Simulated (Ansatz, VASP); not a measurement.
**One calculation of KCl, two programs**

```
CELL_PARAMETERS angstrom
0.00000 3.50728 3.50728
3.50728 0.00000 3.50728
3.50728 3.50728 0.00000
ATOMIC_POSITIONS crystal
K 0.00000 0.00000 0.00000
Cl 0.25000 0.25000 0.25000
```

Alike in both runs: task single point; functional PBE-based screened hybrid with a share of 0.1 of exact exchange and HFSCREEN = 0.5; k mesh 4 × 4 × 4; no spin polarisation.

|  | VASP | Ansatz |
| --- | --- | --- |
| version | VASP 6.6.1 | Ansatz 0.2.0 |
| potentials or method | VASP PAW PBE potentials, release 64 (K_sv, Cl) | plane waves |
| plane-wave cutoff (eV) | 520 | 420 |
| occupations | gaussian, width 0.01 eV | fixed |
| valence electrons in the cell | 16 | 16 |

```tsv
	VASP	Ansatz	Ansatz less VASP
gap on the k mesh at the Fermi level (eV)	5.03	5.03	+0.001
pressure (GPa)	0.2	0.2	-0.02
```

VASP's potentials were made for PBE, not for PBE-based screened hybrid. Ansatz's warnings: stress exchange threshold loose, stress scf threshold loose.
